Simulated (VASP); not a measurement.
# SnO2 (Cassiterite) (P4_2/mnm) in VASP: notebook

Runs on SnO2 (Cassiterite). Level: PBE. Tasks: single point.

Everything below comes from runs of VASP 6.6.1. Logs are shortened: lines on timing, memory, paths and dates and some standing lists are left out, and cuts for length are marked.

## 1. The cell of the first run

Symmetry: P4_2/mnm, No. 136, tetragonal system. The conventional cell has a = 4.800 Å, b = 4.800 Å, c = 3.228 Å, α = 90.00°, β = 90.00°, γ = 90.00°. Sn (site symmetry mmm) has 6 O at 2.08 Å within 2.8 Å. O (site symmetry m2m) has 3 Sn at 2.08 Å and 1 O at 2.63 Å within 2.8 Å.

## 2. Single point, PBE (volume scaled by 1.04, then relaxed in part)

INCAR reads:

```
SYSTEM = SnO2
ALGO = Normal ; EDIFF = 1E-6
ENCUT = 520 ; GGA = PE
ISIF = 2 ; ISMEAR = -1
LASPH = .TRUE. ; LCHARG = .FALSE.
LREAL = .FALSE. ; LWAVE = .FALSE.
NBANDS = 35 ; NELM = 60
PREC = Accurate ; SIGMA = 0.02
```

KPOINTS reads:

```
k-points
0
G
  7 7 9
  0 0 0
```

POSCAR reads:

```
SnO2
1.0
    4.8003492553      0.0000000000      0.0000000000
    0.0000000000      4.8003492553      0.0000000000
    0.0000000000      0.0000000000      3.2284324403
Sn O
2 4
Direct
    0.0000000000      0.0000000000      0.0000000000
    0.5000000000      0.5000000000      0.5000000000
    0.3062696294      0.3062696294      0.0000000000
    0.1937303706      0.8062696294      0.5000000000
    0.6937303706      0.6937303706      0.0000000000
    0.8062696294      0.1937303706      0.5000000000
```

Potentials or basis: VASP PAW PBE potentials, release 64 (Sn_d, O).

Command:

```sh
$ cat potpaw_PBE.64/Sn_d/POTCAR potpaw_PBE.64/O/POTCAR > POTCAR
$ mpirun -np 1 vasp_std > vasp.out
```

OUTCAR:

```text
SYSTEM = SnO2
   EDIFF = 1E-6
   ENCUT = 520
   GGA = PE
   ISIF = 2
   ISMEAR = -1
   LASPH = .TRUE.
   LREAL = .FALSE.
   NELM = 60
   PREC = Accurate

 ion  position               nearest neighbor table
   1  0.000  0.000  0.000-   3 2.08   5 2.08   4 2.08   6 2.08   4 2.08   6 2.08
   2  0.500  0.500  0.500-   4 2.08   6 2.08   5 2.08   3 2.08   3 2.08   5 2.08
   3  0.306  0.306  0.000-   1 2.08   2 2.08   2 2.08
   4  0.194  0.806  0.500-   2 2.08   1 2.08   1 2.08
   5  0.694  0.694  0.000-   1 2.08   2 2.08   2 2.08
   6  0.806  0.194  0.500-   2 2.08   1 2.08   1 2.08

  LATTYP: Found a simple tetragonal cell.
 ALAT       =     4.8003492553
 C/A-ratio  =     0.6725411566

  Lattice vectors:

 A1 = (   4.8003492553,   0.0000000000,   0.0000000000)
 A2 = (   0.0000000000,   4.8003492553,   0.0000000000)
 A3 = (   0.0000000000,   0.0000000000,   3.2284324403)

Analysis of symmetry for initial positions (statically):
=====================================================================
 Subroutine PRICEL returns:
 Original cell was already a primitive cell.

 Routine SETGRP: Setting up the symmetry group for a
 simple tetragonal supercell.

 Subroutine GETGRP returns: Found 16 space group operations
 (whereof  8 operations were pure point group operations)
 out of a pool of 16 trial point group operations.

The static configuration has the point symmetry D_2h.
 The point group associated with its full space group is D_4h.

Analysis of symmetry for dynamics (positions and initial velocities):
=====================================================================
 Subroutine PRICEL returns:
 Original cell was already a primitive cell.

 Routine SETGRP: Setting up the symmetry group for a
 simple tetragonal supercell.

 Subroutine GETGRP returns: Found 16 space group operations
 (whereof  8 operations were pure point group operations)
 out of a pool of 16 trial point group operations.

The dynamic configuration has the point symmetry D_2h.
 The point group associated with its full space group is D_4h.

 Subroutine INISYM returns: Found 16 space group operations
 (whereof  8 operations are pure point group operations),
 and found     1 'primitive' translations

----------------------------------------------------------------------------------------

                                     Primitive cell

  volume of cell :      74.3939

  direct lattice vectors                    reciprocal lattice vectors
     4.800349255  0.000000000  0.000000000     0.208318176  0.000000000  0.000000000
     0.000000000  4.800349255  0.000000000     0.000000000  0.208318176  0.000000000
     0.000000000  0.000000000  3.228432440     0.000000000  0.000000000  0.309747848

  length of vectors
     4.800349255  4.800349255  3.228432440     0.208318176  0.208318176  0.309747848

  position of ions in fractional coordinates (direct lattice)
     0.000000000  0.000000000  0.000000000
     0.500000000  0.500000000  0.500000000
     0.306269629  0.306269629  0.000000000
     0.193730371  0.806269629  0.500000000
     0.693730371  0.693730371  0.000000000
     0.806269629  0.193730371  0.500000000

  ion indices of the primitive-cell ions
   primitive index   ion index
                 1           1
                 2           2
                 3           3
                 4           4
                 5           5
                 6           6

----------------------------------------------------------------------------------------

 KPOINTS: k-points

Automatic generation of k-mesh.
 Grid dimensions read from file:
 generate k-points for:    7    7    9

 Generating k-lattice:

  Cartesian coordinates                     Fractional coordinates (reciprocal lattice)
     0.029759739  0.000000000  0.000000000     0.142857143  0.000000000  0.000000000
     0.000000000  0.029759739  0.000000000     0.000000000  0.142857143  0.000000000
     0.000000000  0.000000000  0.034416428     0.000000000  0.000000000  0.111111111

  Length of vectors
     0.029759739  0.029759739  0.034416428

  Shift w.r.t. Gamma in fractional coordinates (k-lattice)
     0.000000000  0.000000000  0.000000000

 Subroutine IBZKPT returns following result:
 ===========================================

 Found     50 irreducible k-points:

 Following reciprocal coordinates:
            Coordinates               Weight
  0.000000  0.000000  0.000000      1.000000
  0.142857  0.000000  0.000000      4.000000
  0.285714  0.000000  0.000000      4.000000
  0.428571  0.000000  0.000000      4.000000
  0.142857  0.142857  0.000000      4.000000
  0.285714  0.142857  0.000000      8.000000
[... 16 lines left out ...]
  0.285714  0.000000  0.222222      8.000000
  0.428571  0.000000  0.222222      8.000000
 [... further k-points ...]
   k-points           NKPTS =     50   k-points in BZ     NKDIM =     50   number of bands    NBANDS=     35
   number of dos      NEDOS =    301   number of ions     NIONS =      6
   total plane-waves  NPLWV =  31104
   dimension x,y,z NGX =    36 NGY =   36 NGZ =   24
   dimension x,y,z NGXF=    72 NGYF=   72 NGZF=   48
   ions per type =               2   4
   NGX,Y,Z   is equivalent  to a cutoff of  12.47, 12.47, 12.36 a.u.
   NGXF,Y,Z  is equivalent  to a cutoff of  24.94, 24.94, 24.72 a.u.
 SYSTEM =  SnO2
   PREC   = accura    normal or accurate (medium, high low for compatibility)
   ISTART =      0    job   : 0-new  1-cont  2-samecut
   ICHARG =      2    charge: 1-file 2-atom 10-const
   ISPIN  =      1    spin polarized calculation?
   LNONCOLLINEAR =      F non collinear calculations
   LSORBIT =      F    spin-orbit coupling
   LASPH  =      T    aspherical Exc in radial PAW
   ENCUT  =  520.0 eV  38.22 Ry    6.18 a.u.   8.93  8.93  6.00*2*pi/ulx,y,z
   NELM   =     60;   NELMIN=  2; NELMDL= -5     # of ELM steps
   EDIFF  = 0.1E-05   stopping-criterion for ELM
   LREAL  =      F    real-space projection
   EDIFFG = 0.1E-04   stopping-criterion for IOM
   NSW    =      0    number of steps for IOM
   IBRION =     -1    ionic relax: 0-MD 1-quasi-New 2-CG
   NFREE  =      0    steps in history (QN), initial steepest desc. (CG)
   ISIF   =      2    stress and relaxation
   ISYM   =      2    0-nonsym 1-usesym 2-fastsym
   POTIM  = 0.5000    time-step for ionic-motion
   TEBEG  =    0.0;   TEEND  =   0.0 temperature during run
   PSTRESS=    0.0 pullay stress
   NELECT =      52.0000    total number of electrons
   NUPDOWN=      -1.0000    fix difference up-down
   EMIN   =  10.00;   EMAX   =-10.00  energy-range for DOS
   EFERMI =   0.00;   METHOD = LEGACY
   ISMEAR =    -1;   SIGMA  =   0.02  broadening in eV -4-tet -1-fermi 0-gaus
   EFERMI_NEDOS =   21; number of points for ismear=-14 and -15
   IALGO  =     38    algorithm
   IMIX   =      4    mixing-type and parameters
     AMIX     =   0.40;   BMIX     =  1.00
     AMIX_MAG =   1.60;   BMIX_MAG =  1.00
  volume/ion in A,a.u.               =      12.40        83.67
  Fermi-wavevector in a.u.,A,eV,Ry     =   1.452881  2.745548 28.720052  2.110864
  Thomas-Fermi vector in A             =   2.570212
   LORBIT       =      0    0 simple, 1 ext, 2 COOP (PROOUT), +10 PAW based schemes
   GGA     = PE    functional components
   LHFCALC =     F    Hartree Fock is set to
   AEXX    =    0.0000 exact exchange contribution
   IVDW    =     0    specifies the selected vdW correction
   LEPSILON=     F    determine dielectric tensor
   LRPA    =     F    only Hartree local field effects (RPA)
 non-spin polarized calculation
  energy-cutoff  :      520.00
  volume of cell :       74.39
 maximum number of plane-waves:      2026
 NGX is ok and might be reduce to    36
   NGX = 17   NGY = 17   NGZ = 13

 number of electron      52.0000009 magnetization

 Free energy of the ion-electron system (eV)
  ---------------------------------------------------
  ext. energy  EPLUGINS =         0.00000000
  ---------------------------------------------------
  free energy    TOTEN  =       -37.29773624 eV

  energy without entropy =      -37.29773624  energy(sigma->0) =      -37.29773624

 E-fermi :   6.1459     XC(G=0): -11.0522

 val. band max:        5.6940724961   @ k =   0.0000   0.0000   0.0000
 cond. band min:       6.5023157668   @ k =   0.0000   0.0000   0.0000
 fundamental gap:      0.8082432707
 Fermi energy:         6.1459377297

 k-point     1 :       0.0000    0.0000    0.0000
  band No.  band energies     occupation
      1     -15.3592      2.00000
      2     -14.6564      2.00000
      3     -14.4534      2.00000
      4     -14.4261      2.00000
      5     -14.4261      2.00000
      6     -14.3614      2.00000
[... 27 lines left out ...]
     34      17.3724      0.00000
     35      18.0296      0.00000

 k-point     2 :       0.1429    0.0000    0.0000
  band No.  band energies     occupation
      1     -15.3305      2.00000
      2     -14.6886      2.00000
      3     -14.4530      2.00000
      4     -14.4249      2.00000
      5     -14.4249      2.00000
      6     -14.3852      2.00000
[... 27 lines left out ...]
     34      17.4210      0.00000
     35      18.0631      0.00000

 k-point     3 :       0.2857    0.0000    0.0000
  band No.  band energies     occupation
      1     -15.2464      2.00000
      2     -14.7940      2.00000
      3     -14.4515      2.00000
      4     -14.4222      2.00000
      5     -14.4221      2.00000
      6     -14.4221      2.00000
[... 27 lines left out ...]
     34      17.6382      0.00000
     35      18.0331      0.00000

 k-point     4 :       0.4286    0.0000    0.0000
  band No.  band energies     occupation
      1     -15.1146      2.00000
      2     -14.9524      2.00000
      3     -14.4485      2.00000
      4     -14.4411      2.00000
      5     -14.4199      2.00000
      6     -14.4198      2.00000
[... 27 lines left out ...]
     34      17.9018      0.00000
     35      18.0055      0.00000

 k-point     5 :       0.1429    0.1429    0.0000
  band No.  band energies     occupation
      1     -15.3064      2.00000
      2     -14.7243      2.00000
      3     -14.4522      2.00000
      4     -14.4265      2.00000
      5     -14.4219      2.00000
      6     -14.4004      2.00000
[... 638 lines left out ...]
 k-point    22 :       0.1429    0.0000    0.2222
  band No.  band energies     occupation
      1     -15.1534      2.00000
      2     -14.8042      2.00000
      3     -14.7396      2.00000
      4     -14.4814      2.00000
      5     -14.3771      2.00000
      6     -14.3675      2.00000
[... 27 lines left out ...]
     34      17.4993      0.00000
     35      17.6839      0.00000

 k-point    23 :       0.2857    0.0000    0.2222
  band No.  band energies     occupation
      1     -15.1229      2.00000
      2     -14.8983      2.00000
      3     -14.6897      2.00000
      4     -14.4987      2.00000
      5     -14.3724      2.00000
      6     -14.3588      2.00000
[... 27 lines left out ...]
     34      17.6625      0.00000
     35      17.9407      0.00000

 k-point    24 :       0.4286    0.0000    0.2222
  band No.  band energies     occupation
      1     -15.0693      2.00000
      2     -14.9926      2.00000
      3     -14.6202      2.00000
      4     -14.5496      2.00000
      5     -14.3659      2.00000
      6     -14.3596      2.00000
[... 27 lines left out ...]
     34      17.8555      0.00000
     35      18.0001      0.00000

 [... further k-points ...]
[... 5 lines left out ...]
  --------------------------------------------------------------------------------------
  -------------------------------------------------------------------------------------
  Total        1.3912236      1.3912236      1.6198412     -0.0000000      0.0000000      0.0000000
  in kB       29.9619543     29.9619543     34.8855552     -0.0000000      0.0000000      0.0000000
  external PRESSURE =      31.6031546 kB  Pullay stress =       0.0000000 kB

 VOLUME and BASIS-vectors are now :
 -----------------------------------------------------------------------------
  energy-cutoff  :      520.00
  volume of cell :       74.39
      direct lattice vectors                 reciprocal lattice vectors
     4.800349255  0.000000000  0.000000000     0.208318176  0.000000000  0.000000000
     0.000000000  4.800349255  0.000000000     0.000000000  0.208318176  0.000000000
     0.000000000  0.000000000  3.228432440     0.000000000  0.000000000  0.309747848

 POSITION                                       TOTAL-FORCE (eV/Angst)
 -----------------------------------------------------------------------------------
      0.00000      0.00000      0.00000         0.000000      0.000000     -0.000000
      2.40017      2.40017      1.61422         0.000000      0.000000     -0.000000
      1.47020      1.47020      0.00000        -0.011307     -0.011307     -0.000000
      0.92997      3.87038      1.61422         0.011307     -0.011307     -0.000000
      3.33015      3.33015      0.00000         0.011307      0.011307      0.000000
      3.87038      0.92997      1.61422        -0.011307      0.011307      0.000000
 -----------------------------------------------------------------------------------
    total drift:                                0.000000      0.000000      0.000000

  FREE ENERGIE OF THE ION-ELECTRON SYSTEM (eV)
  ---------------------------------------------------
  free  energy   TOTEN  =       -37.2977362423 eV

  energy  without entropy=      -37.2977362423  energy(sigma->0) =      -37.29773624
```

Wall time 38 s (1 thread of Intel Xeon 6975P-C (Granite Rapids), shared host); peak memory 0.24 GiB.

Results:

```yaml
Free_energy: -37.2977 eV
Pressure: 3.2 GPa
Largest_force: 0.016 eV/Å
Band_gap_on_the_k_mesh: 0.81 eV, direct
```

Forces in eV/Å, atoms in the order of the input:
```
Sn   0.000  0.000  0.000
Sn   0.000  0.000  0.000
O   -0.011 -0.011  0.000
O    0.011 -0.011  0.000
O    0.011  0.011  0.000
O   -0.011  0.011  0.000
```

Stress tensor (GPa, compression positive):
```
3.00 0.00 0.00
0.00 3.00 0.00
0.00 0.00 3.49
```

Caveat: spin-orbit coupling is left out, which moves the levels of the heavy elements.

(Continued in part 2 of 2.)
